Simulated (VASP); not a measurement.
# SrTiO3 (Pm-3m) in VASP: further runs

The runs below take SrTiO3 through single point, relaxation of cell and atoms, with PBE, r2SCAN.

Program: VASP 6.6.1. These are calculated values, not measurements. Logs are shortened: lines on timing, memory, paths and dates and some standing lists are left out, and cuts for length are marked.

### 1 The cell of the first run

It takes space group Pm-3m (No. 221, cubic). Conventional cell: a = 3.936 Å, b = 3.936 Å, c = 3.936 Å, α = 90.00°, β = 90.00°, γ = 90.00°. Within 3.7 Å of Sr (site symmetry m-3m) lie 12 O at 2.78 Å and 8 Ti at 3.41 Å. Ti (site symmetry m-3m) has 6 O at 1.97 Å within 2.6 Å. Within 2.6 Å of O (site symmetry 4/mmm) lie 2 Ti at 1.97 Å.

### 2 Single point, PBE

INCAR

```
SYSTEM = SrTiO3
ALGO = Normal
EDIFF = 1E-6
ENCUT = 520
GGA = PE
ISIF = 2
ISMEAR = -1
LASPH = .True.
LCHARG = .True.
LELF = .True.
LREAL = .False.
LVHAR = .True.
LWAVE = .False.
NBANDS = 28
NELM = 80
PREC = Accurate
SIGMA = 0.02
```

KPOINTS

```
k-points
0
Gamma
  6 6 6
  0 0 0
```

POSCAR

```
SrTiO3
1.0
    3.9364286973      0.0000000000      0.0000000000
    0.0000000000      3.9364286973      0.0000000000
    0.0000000000      0.0000000000      3.9364286973
Sr Ti O
1 1 3
Direct
    0.0000000000      0.0000000000      0.0000000000
    0.5000000000      0.5000000000      0.5000000000
    0.5000000000      0.5000000000      0.0000000000
    0.5000000000      0.0000000000      0.5000000000
    0.0000000000      0.5000000000      0.5000000000
```

Potentials or basis: VASP PAW PBE potentials, release 64 (Sr_sv, Ti_sv, O).

Launch:

```console
$ cat potpaw_PBE.64/Sr_sv/POTCAR potpaw_PBE.64/Ti_sv/POTCAR potpaw_PBE.64/O/POTCAR > POTCAR
$ mpirun -np 1 vasp_std > vasp.out
```

OUTCAR:

```text
SYSTEM = SrTiO3
   EDIFF = 1E-6
   ENCUT = 520
   GGA = PE
   ISIF = 2
   ISMEAR = -1
   LASPH = .True.
   LREAL = .False.
   NELM = 80
   PREC = Accurate

 ion  position               nearest neighbor table
   1  0.000  0.000  0.000-   3 2.78   4 2.78   5 2.78   4 2.78   5 2.78   3 2.78   5 2.78   5 2.78
                             3 2.78   4 2.78   4 2.78   3 2.78   2 3.41   2 3.41   2 3.41   2 3.41
   2  0.500  0.500  0.500-   3 1.97   4 1.97   5 1.97   3 1.97   4 1.97   5 1.97   1 3.41   1 3.41
                             1 3.41   1 3.41   1 3.41   1 3.41   1 3.41   1 3.41
   3  0.500  0.500  0.000-   2 1.97   2 1.97   1 2.78   1 2.78   1 2.78   1 2.78
   4  0.500  0.000  0.500-   2 1.97   2 1.97   1 2.78   1 2.78   1 2.78   1 2.78
   5  0.000  0.500  0.500-   2 1.97   2 1.97   1 2.78   1 2.78   1 2.78   1 2.78

  LATTYP: Found a simple cubic cell.
 ALAT       =     3.9364286973

  Lattice vectors:

 A1 = (   3.9364286973,   0.0000000000,   0.0000000000)
 A2 = (   0.0000000000,   3.9364286973,   0.0000000000)
 A3 = (   0.0000000000,   0.0000000000,   3.9364286973)

Analysis of symmetry for initial positions (statically):
=====================================================================
 Subroutine PRICEL returns:
 Original cell was already a primitive cell.

 Routine SETGRP: Setting up the symmetry group for a
 simple cubic supercell.

 Subroutine GETGRP returns: Found 48 space group operations
 (whereof 48 operations were pure point group operations)
 out of a pool of 48 trial point group operations.

The static configuration has the point symmetry O_h .

Analysis of symmetry for dynamics (positions and initial velocities):
=====================================================================
 Subroutine PRICEL returns:
 Original cell was already a primitive cell.

 Routine SETGRP: Setting up the symmetry group for a
 simple cubic supercell.

 Subroutine GETGRP returns: Found 48 space group operations
 (whereof 48 operations were pure point group operations)
 out of a pool of 48 trial point group operations.

The dynamic configuration has the point symmetry O_h .

 Subroutine INISYM returns: Found 48 space group operations
 (whereof 48 operations are pure point group operations),
 and found     1 'primitive' translations

----------------------------------------------------------------------------------------

                                     Primitive cell

  volume of cell :      60.9968

  direct lattice vectors                    reciprocal lattice vectors
     3.936428697  0.000000000  0.000000000     0.254037372  0.000000000  0.000000000
     0.000000000  3.936428697  0.000000000     0.000000000  0.254037372  0.000000000
     0.000000000  0.000000000  3.936428697     0.000000000  0.000000000  0.254037372

  length of vectors
     3.936428697  3.936428697  3.936428697     0.254037372  0.254037372  0.254037372

  position of ions in fractional coordinates (direct lattice)
     0.000000000  0.000000000  0.000000000
     0.500000000  0.500000000  0.500000000
     0.500000000  0.500000000  0.000000000
     0.500000000  0.000000000  0.500000000
     0.000000000  0.500000000  0.500000000

  ion indices of the primitive-cell ions
   primitive index   ion index
                 1           1
                 2           2
                 3           3
                 4           4
                 5           5

----------------------------------------------------------------------------------------

 KPOINTS: k-points

Automatic generation of k-mesh.
 Grid dimensions read from file:
 generate k-points for:    6    6    6

 Generating k-lattice:

  Cartesian coordinates                     Fractional coordinates (reciprocal lattice)
     0.042339562  0.000000000  0.000000000     0.166666667  0.000000000  0.000000000
     0.000000000  0.042339562  0.000000000     0.000000000  0.166666667  0.000000000
     0.000000000  0.000000000  0.042339562     0.000000000  0.000000000  0.166666667

  Length of vectors
     0.042339562  0.042339562  0.042339562

  Shift w.r.t. Gamma in fractional coordinates (k-lattice)
     0.000000000  0.000000000  0.000000000

 Subroutine IBZKPT returns following result:
 ===========================================

 Found     20 irreducible k-points:

 Following reciprocal coordinates:
            Coordinates               Weight
  0.000000  0.000000  0.000000      1.000000
  0.166667  0.000000  0.000000      6.000000
  0.333333  0.000000  0.000000      6.000000
  0.500000  0.000000  0.000000      3.000000
  0.166667  0.166667  0.000000     12.000000
  0.333333  0.166667  0.000000     24.000000
[... 12 lines left out ...]
  0.500000  0.500000  0.333333      6.000000
  0.500000  0.500000  0.500000      1.000000
   k-points           NKPTS =     20   k-points in BZ     NKDIM =     20   number of bands    NBANDS=     28
   number of dos      NEDOS =    301   number of ions     NIONS =      5
   total plane-waves  NPLWV =  27000
   dimension x,y,z NGX =    30 NGY =   30 NGZ =   30
   dimension x,y,z NGXF=    60 NGYF=   60 NGZF=   60
   ions per type =               1   1   3
   NGX,Y,Z   is equivalent  to a cutoff of  12.67, 12.67, 12.67 a.u.
   NGXF,Y,Z  is equivalent  to a cutoff of  25.34, 25.34, 25.34 a.u.
 SYSTEM =  SrTiO3
   PREC   = accura    normal or accurate (medium, high low for compatibility)
   ISTART =      0    job   : 0-new  1-cont  2-samecut
   ICHARG =      2    charge: 1-file 2-atom 10-const
   ISPIN  =      1    spin polarized calculation?
   LNONCOLLINEAR =      F non collinear calculations
   LSORBIT =      F    spin-orbit coupling
   LASPH  =      T    aspherical Exc in radial PAW
   ENCUT  =  520.0 eV  38.22 Ry    6.18 a.u.   7.32  7.32  7.32*2*pi/ulx,y,z
   NELM   =     80;   NELMIN=  2; NELMDL= -5     # of ELM steps
   EDIFF  = 0.1E-05   stopping-criterion for ELM
   LREAL  =      F    real-space projection
   EDIFFG = 0.1E-04   stopping-criterion for IOM
   NSW    =      0    number of steps for IOM
   IBRION =     -1    ionic relax: 0-MD 1-quasi-New 2-CG
   NFREE  =      0    steps in history (QN), initial steepest desc. (CG)
   ISIF   =      2    stress and relaxation
   ISYM   =      2    0-nonsym 1-usesym 2-fastsym
   POTIM  = 0.5000    time-step for ionic-motion
   TEBEG  =    0.0;   TEEND  =   0.0 temperature during run
   PSTRESS=    0.0 pullay stress
   NELECT =      40.0000    total number of electrons
   NUPDOWN=      -1.0000    fix difference up-down
   EMIN   =  10.00;   EMAX   =-10.00  energy-range for DOS
   EFERMI =   0.00;   METHOD = LEGACY
   ISMEAR =    -1;   SIGMA  =   0.02  broadening in eV -4-tet -1-fermi 0-gaus
   EFERMI_NEDOS =   21; number of points for ismear=-14 and -15
   IALGO  =     38    algorithm
   IMIX   =      4    mixing-type and parameters
     AMIX     =   0.40;   BMIX     =  1.00
     AMIX_MAG =   1.60;   BMIX_MAG =  1.00
  volume/ion in A,a.u.               =      12.20        82.33
  Fermi-wavevector in a.u.,A,eV,Ry     =   1.422304  2.687765 27.523889  2.022949
  Thomas-Fermi vector in A             =   2.543022
   LORBIT       =      0    0 simple, 1 ext, 2 COOP (PROOUT), +10 PAW based schemes
   GGA     = PE    functional components
   LHFCALC =     F    Hartree Fock is set to
   AEXX    =    0.0000 exact exchange contribution
   IVDW    =     0    specifies the selected vdW correction
   LEPSILON=     F    determine dielectric tensor
   LRPA    =     F    only Hartree local field effects (RPA)
 non-spin polarized calculation
  energy-cutoff  :      520.00
  volume of cell :       61.00
 maximum number of plane-waves:      1662
 NGX is ok and might be reduce to    30
   NGX = 15   NGY = 15   NGZ = 15

 number of electron      39.9999990 magnetization

 Free energy of the ion-electron system (eV)
  ---------------------------------------------------
  ext. energy  EPLUGINS =         0.00000000
  ---------------------------------------------------
  free energy    TOTEN  =       -40.10255555 eV

  energy without entropy =      -40.10255555  energy(sigma->0) =      -40.10255555

 E-fermi :   4.5887     XC(G=0): -11.1445

 val. band max:        3.9702180779   @ k =   0.5000   0.5000   0.5000
 cond. band min:       5.7794286047   @ k =   0.0000   0.0000   0.0000
 fundamental gap:      1.8092105268
 Fermi energy:         4.5886983726

 k-point     1 :       0.0000    0.0000    0.0000
  band No.  band energies     occupation
      1     -52.5956      2.00000
      2     -28.8944      2.00000
      3     -28.8265      2.00000
      4     -28.8265      2.00000
      5     -28.8265      2.00000
      6     -13.3708      2.00000
[... 20 lines left out ...]
     27       9.3471      0.00000
     28       9.9711      0.00000

 k-point     2 :       0.1667    0.0000    0.0000
  band No.  band energies     occupation
      1     -52.5953      2.00000
      2     -28.9221      2.00000
      3     -28.8259      2.00000
      4     -28.8259      2.00000
      5     -28.8094      2.00000
      6     -13.3878      2.00000
[... 20 lines left out ...]
     27       9.8030      0.00000
     28      10.6149      0.00000

 k-point     3 :       0.3333    0.0000    0.0000
  band No.  band energies     occupation
      1     -52.5946      2.00000
      2     -28.9648      2.00000
      3     -28.8246      2.00000
      4     -28.8246      2.00000
      5     -28.7878      2.00000
      6     -13.5031      2.00000
[... 20 lines left out ...]
     27      10.7346      0.00000
     28      11.9936      0.00000

 k-point     4 :       0.5000    0.0000    0.0000
  band No.  band energies     occupation
      1     -52.5943      2.00000
      2     -28.9837      2.00000
      3     -28.8240      2.00000
      4     -28.8240      2.00000
      5     -28.7792      2.00000
      6     -13.5798      2.00000
[... 454 lines left out ...]
     27      11.6669      0.00000
     28      11.8507      0.00000

 k-point    19 :       0.5000    0.5000    0.3333
  band No.  band energies     occupation
      1     -52.5920      2.00000
      2     -28.8855      2.00000
      3     -28.8855      2.00000
      4     -28.8690      2.00000
      5     -28.8445      2.00000
      6     -12.2635      2.00000
[... 20 lines left out ...]
     27      11.5846      0.00000
     28      12.0719      0.00000

 k-point    20 :       0.5000    0.5000    0.5000
  band No.  band energies     occupation
      1     -52.5917      2.00000
      2     -28.8847      2.00000
      3     -28.8847      2.00000
      4     -28.8847      2.00000
      5     -28.8404      2.00000
      6     -12.0917      2.00000
[... 20 lines left out ...]
     27      12.0720      0.00000
     28      12.0720      0.00000

------------------------ aborting loop because EDIFF is reached ----------------------------------------

  FORCE on cell =-STRESS in cart. coord.  units (eV):
  Direction    XX          YY          ZZ          XY          YZ          ZX
  --------------------------------------------------------------------------------------
  -------------------------------------------------------------------------------------
  Total        0.2512133      0.2512133      0.2512133      0.0000000      0.0000000     -0.0000000
  in kB        6.5985113      6.5985113      6.5985113      0.0000000      0.0000000     -0.0000000
  external PRESSURE =       6.5985113 kB  Pullay stress =       0.0000000 kB

 VOLUME and BASIS-vectors are now :
 -----------------------------------------------------------------------------
  energy-cutoff  :      520.00
  volume of cell :       61.00
      direct lattice vectors                 reciprocal lattice vectors
     3.936428697  0.000000000  0.000000000     0.254037372  0.000000000  0.000000000
     0.000000000  3.936428697  0.000000000     0.000000000  0.254037372  0.000000000
     0.000000000  0.000000000  3.936428697     0.000000000  0.000000000  0.254037372

 POSITION                                       TOTAL-FORCE (eV/Angst)
 -----------------------------------------------------------------------------------
      0.00000      0.00000      0.00000         0.000000      0.000000      0.000000
      1.96821      1.96821      1.96821         0.000000      0.000000      0.000000
      1.96821      1.96821      0.00000         0.000000      0.000000      0.000000
      1.96821      0.00000      1.96821         0.000000      0.000000      0.000000
      0.00000      1.96821      1.96821         0.000000      0.000000      0.000000
 -----------------------------------------------------------------------------------
    total drift:                                0.000000      0.000000     -0.000000

  FREE ENERGIE OF THE ION-ELECTRON SYSTEM (eV)
  ---------------------------------------------------
  free  energy   TOTEN  =       -40.1025555489 eV

  energy  without entropy=      -40.1025555489  energy(sigma->0) =      -40.10255555
```

Run time: 25 s. Hardware: 1 thread of Intel Xeon 6975P-C (Granite Rapids), shared host; peak memory 0.18 GiB.

What came out:

```
Free energy            : -40.1026 eV
Pressure               : 0.7 GPa
Band gap on the k mesh : 1.81 eV, indirect (least direct gap 2.18 eV)
```

### 3 Single point, r2SCAN

This run uses another cell than the first one, of 11.93 Å³/atom, 0.978 times its volume.

Edit POSCAR of step 2 so:

```diff
@@ -2,5 +2,5 @@
 1.0
-    3.9364286973      0.0000000000      0.0000000000
-    0.0000000000      3.9364286973      0.0000000000
-    0.0000000000      0.0000000000      3.9364286973
+    3.9068515016      0.0000000000      0.0000000000
+    0.0000000000      3.9068515016      0.0000000000
+    0.0000000000      0.0000000000      3.9068515016
 Sr Ti O
```

INCAR.step1

```
PREC     = Accurate       # precision mode
ENCUT    = 520            # plane-wave cutoff, eV
ISMEAR   = -1             # smearing method
SIGMA    = 0.02           # smearing width, eV
LREAL    = F              # projectors in reciprocal space
LASPH    = T              # aspherical terms in the spheres
NELM     = 60             # most SCF steps
NBANDS   = 28             # bands
GGA      = PE             # functional
ALGO     = Normal         # electronic algorithm
EDIFF    = 1E-4           # SCF threshold, eV
LWAVE    = T              # write WAVECAR
LCHARG   = F              # write CHGCAR
```

INCAR.step2

```
PREC     = Accurate       # precision mode
ENCUT    = 520            # plane-wave cutoff, eV
EDIFF    = 1E-6           # SCF threshold, eV
ISMEAR   = -1             # smearing method
SIGMA    = 0.02           # smearing width, eV
LREAL    = F              # projectors in reciprocal space
LASPH    = T              # aspherical terms in the spheres
NELM     = 60             # most SCF steps
ALGO     = Normal         # electronic algorithm
ISIF     = 2              # what is computed and relaxed
LWAVE    = F              # write WAVECAR
LCHARG   = F              # write CHGCAR
METAGGA  = R2SCAN         # meta-GGA
LMIXTAU  = T            
NBANDS   = 28             # bands
ISTART   = 1
```

KPOINTS

```
regular mesh
0
Gamma
  6 6 6
```

Potentials or basis: VASP PAW PBE potentials, release 64 (Sr_sv, Ti_sv, O).

Launch:

```console
$ cat potpaw_PBE.64/Sr_sv/POTCAR potpaw_PBE.64/Ti_sv/POTCAR potpaw_PBE.64/O/POTCAR > POTCAR
$ cp INCAR.step1 INCAR
$ mpirun -np 1 vasp_std > vasp.out
$ cp INCAR.step2 INCAR
$ mpirun -np 1 vasp_std > vasp.out
```

Wall time 1.7 min (1 thread of Intel Xeon 6975P-C (Granite Rapids), shared host); peak memory 0.18 GiB.

Results (log left out):

```
Free energy            : -63.3290 eV
Pressure               : 0.9 GPa
Band gap on the k mesh : 2.27 eV, indirect (least direct gap 2.66 eV)
```

Levels at points of the mesh, in eV from the valence-band top:
```csv
k point,band 18,band 19,band 20,band 21,band 22,band 23
"(0.00, 0.00, 0.00)",-0.38,-0.38,-0.38,2.27,2.27,2.27
"(0.50, 0.00, 0.00)",-2.00,-0.77,-0.77,2.43,4.17,4.17
"(0.50, 0.50, 0.00)",-1.61,-1.61,-0.09,4.18,4.18,4.66
"(0.50, 0.50, 0.50)",0.00,0.00,0.00,4.87,4.87,4.87
```

Caveat: the PAW data sets were made with another functional, which shifts forces and pressure a little.

(Part 1 of 3 ends here.)
